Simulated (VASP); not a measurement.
# Ti3Al (Fm-3m) in VASP: notebook, part 2 of 2

VASP 6.6.1. The steps go on from the part before.

## 5. Single point, PBEsol+D4

This run uses another cell than the first one, of 17.55 Å³/atom, 1.095 times its volume.

Contents of INCAR:

```
SYSTEM = Ti3Al
  PREC = Accurate
  ENCUT = 520
  EDIFF = 1E-7
  ISMEAR = -1
  SIGMA = 0.15
  LREAL = .False.
  LASPH = .True.
  NELM = 100
  ALGO = Normal
  ISIF = 2
  LWAVE = .False.
  LCHARG = .False.
  GGA = PS
  IVDW = 13
  NBANDS = 28
```

Contents of KPOINTS:

```
regular mesh
0
Gamma
  6 6 6
  0 0 0
```

Contents of POSCAR:

```
Ti3Al
1.0
    0.0000000000      3.2743093112      3.2743093112
    3.2743093112      0.0000000000      3.2743093112
    3.2743093112      3.2743093112      0.0000000000
Ti Al
3 1
Direct
    0.7500000000      0.7500000000      0.7500000000
    0.2500000000      0.2500000000      0.2500000000
    0.0000000000      0.0000000000      0.0000000000
    0.5000000000      0.5000000000      0.5000000000
```

Potentials or basis: VASP PAW PBE potentials, release 64 (Ti_sv, Al).

Command:

```console
$ cat potpaw_PBE.64/Ti_sv/POTCAR potpaw_PBE.64/Al/POTCAR > POTCAR
$ mpirun -np 1 vasp_std > vasp.out
```

OUTCAR:

```text
SYSTEM = Ti3Al
   PREC = Accurate
   ENCUT = 520
   EDIFF = 1E-7
   ISMEAR = -1
   LREAL = .False.
   LASPH = .True.
   NELM = 100
   ISIF = 2
   GGA = PS
   IVDW = 13

 ion  position               nearest neighbor table
   1  0.750  0.750  0.750-   3 2.84   4 2.84   4 2.84   4 2.84   4 2.84   3 2.84   3 2.84   3 2.84

   2  0.250  0.250  0.250-   3 2.84   4 2.84   3 2.84   3 2.84   3 2.84   4 2.84   4 2.84   4 2.84

   3  0.000  0.000  0.000-   1 2.84   2 2.84   1 2.84   1 2.84   1 2.84   2 2.84   2 2.84   2 2.84

   4  0.500  0.500  0.500-   1 2.84   2 2.84   2 2.84   2 2.84   2 2.84   1 2.84   1 2.84   1 2.84

  LATTYP: Found a face centered cubic cell.
 ALAT       =     6.5486186224

  Lattice vectors:

 A1 = (   0.0000000000,   3.2743093112,   3.2743093112)
 A2 = (   3.2743093112,   0.0000000000,   3.2743093112)
 A3 = (   3.2743093112,   3.2743093112,   0.0000000000)

Analysis of symmetry for initial positions (statically):
=====================================================================
 Subroutine PRICEL returns:
 Original cell was already a primitive cell.

 Routine SETGRP: Setting up the symmetry group for a
 face centered cubic supercell.

 Subroutine GETGRP returns: Found 48 space group operations
 (whereof 48 operations were pure point group operations)
 out of a pool of 48 trial point group operations.

The static configuration has the point symmetry O_h .

Analysis of symmetry for dynamics (positions and initial velocities):
=====================================================================
 Subroutine PRICEL returns:
 Original cell was already a primitive cell.

 Routine SETGRP: Setting up the symmetry group for a
 face centered cubic supercell.

 Subroutine GETGRP returns: Found 48 space group operations
 (whereof 48 operations were pure point group operations)
 out of a pool of 48 trial point group operations.

The dynamic configuration has the point symmetry O_h .

[... 111 lines left out ...]
   IMIX   =      4    mixing-type and parameters
     AMIX     =   0.40;   BMIX     =  1.00
     AMIX_MAG =   1.60;   BMIX_MAG =  1.00
  volume/ion in A,a.u.               =      17.55       118.45
  Fermi-wavevector in a.u.,A,eV,Ry     =   1.345757  2.543112 24.640995  1.811062
  Thomas-Fermi vector in A             =   2.473644
   LORBIT       =      0    0 simple, 1 ext, 2 COOP (PROOUT), +10 PAW based schemes
   GGA     = PS    functional components
   LHFCALC =     F    Hartree Fock is set to
   AEXX    =    0.0000 exact exchange contribution
   IVDW    =    13    specifies the selected vdW correction
   LEPSILON=     F    determine dielectric tensor
   LRPA    =     F    only Hartree local field effects (RPA)
 non-spin polarized calculation
  energy-cutoff  :      520.00
  volume of cell :       70.21
 maximum number of plane-waves:      1917
 NGX is ok and might be reduce to    36
   NGX = 17   NGY = 17   NGZ = 17

 number of electron      38.9999986 magnetization

 Free energy of the ion-electron system (eV)
  ---------------------------------------------------
  ext. energy  EPLUGINS =         0.00000000
  ---------------------------------------------------
  free energy    TOTEN  =       -29.80262472 eV

  energy without entropy =      -29.28866932  energy(sigma->0) =      -29.54564702

 E-fermi :   7.5985     XC(G=0): -11.1958

 val. band max:        7.5741813661   @ k =   0.3333   0.1667   0.0000
 cond. band min:       7.6098811088   @ k =   0.0000   0.0000   0.0000
 fundamental gap:      0.0356997426
 Fermi energy:         7.5985146279

 k-point     1 :       0.0000    0.0000    0.0000
  band No.  band energies     occupation
      1     -48.8701      2.00000
      2     -48.8205      2.00000
      3     -48.5577      2.00000
      4     -25.2424      2.00000
      5     -25.2424      2.00000
      6     -25.2424      2.00000
[... 485 lines left out ...]
     27      10.0488      0.00000
     28      10.2508      0.00000

------------------------ aborting loop because EDIFF is reached ----------------------------------------

  DFT-D4 for vdW energy calculation

  Edisp (eV):   -0.53791

  FORCE on cell =-STRESS in cart. coord.  units (eV):
  Direction    XX          YY          ZZ          XY          YZ          ZX
  --------------------------------------------------------------------------------------
  -------------------------------------------------------------------------------------
  Total      -4.00676    -4.00676    -4.00676     0.00000     0.00000    -0.00000
  in kB     -91.43558   -91.43558   -91.43558     0.00000     0.00000    -0.00000
  external pressure =      -91.44 kB  Pullay stress =        0.00 kB

 VOLUME and BASIS-vectors are now :
 -----------------------------------------------------------------------------
  energy-cutoff  :      520.00
  volume of cell :       70.21
      direct lattice vectors                 reciprocal lattice vectors
     0.000000000  3.274309311  3.274309311    -0.152703961  0.152703961  0.152703961
     3.274309311  0.000000000  3.274309311     0.152703961 -0.152703961  0.152703961
     3.274309311  3.274309311  0.000000000     0.152703961  0.152703961 -0.152703961

 POSITION                                       TOTAL-FORCE (eV/Angst)
 -----------------------------------------------------------------------------------
      4.91146      4.91146      4.91146        -0.000000     -0.000000     -0.000000
      1.63715      1.63715      1.63715         0.000000      0.000000      0.000000
      0.00000      0.00000      0.00000        -0.000000     -0.000000     -0.000000
      3.27431      3.27431      3.27431        -0.000000     -0.000000     -0.000000
 -----------------------------------------------------------------------------------
    total drift:                                0.000000      0.000000      0.000000

  FREE ENERGIE OF THE ION-ELECTRON SYSTEM (eV)
  ---------------------------------------------------
  free  energy   TOTEN  =       -30.3405358175 eV

  energy  without entropy=      -29.8265804144  energy(sigma->0) =      -30.08355812
```

It took 35 s on 1 thread of Intel Xeon Platinum 8375C at 2.90GHz (Ice Lake), shared host; peak memory 0.2 GiB.

What came out:

```
Free energy                : -30.3405 eV
Pressure                   : -9.1 GPa
Dispersion energy per atom : -0.134 eV
```

Caveat: the PAW data sets were made with another functional, which shifts forces and pressure a little; pairwise dispersion overbinds metals, which lowers pressure and volume.

## 6. Single point, PBEsol+D4

This run uses another cell than the first one, of 18.06 Å³/atom, 1.126 times its volume.

Contents of INCAR:

```
SYSTEM = Ti3Al
PREC = Accurate
ENCUT = 520
EDIFF = 1E-7
ISMEAR = -1
SIGMA = 0.15
LREAL = .FALSE.
LASPH = .TRUE.
NELM = 60
ALGO = Normal
ISIF = 2
LWAVE = .FALSE.
LCHARG = .FALSE.
GGA = PS
IVDW = 13
NBANDS = 28
```

Contents of KPOINTS:

```
Automatic mesh
0
G
  6 6 6
  0 0 0
```

Contents of POSCAR:

```
Ti3Al
1.0
    0.0000000000      3.3054950864      3.3054950864
    3.3054950864      0.0000000000      3.3054950864
    3.3054950864      3.3054950864      0.0000000000
Ti Al
3 1
Direct
    0.7500000000      0.7500000000      0.7500000000
    0.2500000000      0.2500000000      0.2500000000
    0.0000000000      0.0000000000      0.0000000000
    0.5000000000      0.5000000000      0.5000000000
```

Potentials or basis: VASP PAW PBE potentials, release 64 (Ti_sv, Al).

Command:

```console
$ cat potpaw_PBE.64/Ti_sv/POTCAR potpaw_PBE.64/Al/POTCAR > POTCAR
$ mpirun -np 1 vasp_std > vasp.out
```

It took 35 s on 1 thread of Intel Xeon Platinum 8375C at 2.90GHz (Ice Lake), shared host; peak memory 0.2 GiB.

Results (log left out):

* Free energy: -30.2110 eV
* Pressure: -11.4 GPa
* Dispersion energy per atom: -0.131 eV

Levels at points of the mesh, in eV from the Fermi level:
```csv
k point,band 16,band 17,band 18,band 19,band 20,band 21,band 22,band 23
"(0.00, 0.00, 0.00)",-1.59,-1.46,-1.46,0.00,0.00,0.00,2.07,2.07
"(0.50, 0.00, 0.00)",-1.73,-0.36,-0.26,-0.26,-0.07,-0.07,0.67,0.94
"(0.50, 0.50, 0.00)",-1.82,-0.66,-0.66,-0.07,-0.07,-0.06,1.06,1.06
```

Caveat: the PAW data sets were made with another functional, which shifts forces and pressure a little; pairwise dispersion overbinds metals, which lowers pressure and volume.

## 7. Summary

| cell | gap on the mesh (eV) | pressure (GPa) |
| --- | --- | --- |
| a = 4.493 Å, angles 60.0°, 4 atoms | none | 0.0 |
| a = 4.540 Å, angles 60.0°, 4 atoms | none | -3.5 |
| a = 4.586 Å, angles 60.0°, 4 atoms | none | -6.5 |
| a = 4.631 Å, angles 60.0°, 4 atoms | none | -9.1 |
| a = 4.675 Å, angles 60.0°, 4 atoms | none | -11.4 |

Alike in all rows: task single point; level PBEsol+D4; potentials or basis VASP PAW PBE potentials, release 64 (Ti_sv, Al); no spin polarisation; k mesh 6 × 6 × 6; cutoff (eV) 520; smearing fermi-dirac 0.15 eV.

Caveats: the PAW data sets were made with another functional, which shifts forces and pressure a little; pairwise dispersion overbinds metals, which lowers pressure and volume.

Absolute energies hang on the potentials; compare differences alone.
